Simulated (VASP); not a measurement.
Here is a VASP 6.6.1 calculation.

Contents of INCAR:

```
SYSTEM = B2SbI3
ALGO = Normal
EDIFF = 1E-7
EDIFFG = -0.01
ENCUT = 600
GGA = PE
IBRION = 2
ISIF = 3
ISMEAR = 0
LASPH = .TRUE.
LCHARG = .FALSE.
LREAL = .FALSE.
LWAVE = .FALSE.
NELM = 80
NSW = 100
PREC = Accurate
SIGMA = 0.1
```

File KPOINTS:

```
k-points
0
G
  6 6 12
  0 0 0
```

File POSCAR:

```
B2SbI3
1.0
    7.6400038713      0.0000000000      0.0000000000
   -3.8200019356      6.6164374375      0.0000000000
    0.0000000000      0.0000000000      3.4860469922
B Sb I
2 1 3
Direct
    0.0000000000      0.0000000000      0.2412167253
    0.0000000000      0.0000000000      0.7587832747
    0.6666666667      0.3333333333      0.0000000000
    0.1794202681      0.8205797319      0.0000000000
    0.1794202681      0.3588405361      0.0000000000
    0.6411594639      0.8205797319      0.0000000000
```

Potentials or basis: VASP PAW PBE potentials, release 64 (B, Sb, I).

Command:

```bash
$ cat potpaw_PBE.64/B/POTCAR potpaw_PBE.64/Sb/POTCAR potpaw_PBE.64/I/POTCAR > POTCAR
$ mpirun -np 1 vasp_std > vasp.out
```

Problem. Predict the relaxed volume.

Solution. 29.34 Å³/atom.

Problem. Predict the relaxed cell.

Solution. a = 7.613 Å, b = 7.613 Å, c = 3.506 Å, α = 90.00°, β = 90.00°, γ = 120.00°.

Problem. Predict the band gap on the k mesh.

Solution. Zero (bands 16 and 17 overlap by 0.78 eV).

Problem. Predict the space group after relaxing (to 0.1 Å).

Solution. P-6m2 (No. 187).

Forces in eV/Å, atoms in the order of the input:
```
B    0.000  0.000 -0.001
B    0.000  0.000  0.001
Sb   0.000  0.000  0.000
I   -0.005  0.003  0.000
I    0.000 -0.006  0.000
I    0.005  0.003  0.000
```

Caveat: spin-orbit coupling is left out, which moves the levels of the heavy elements.
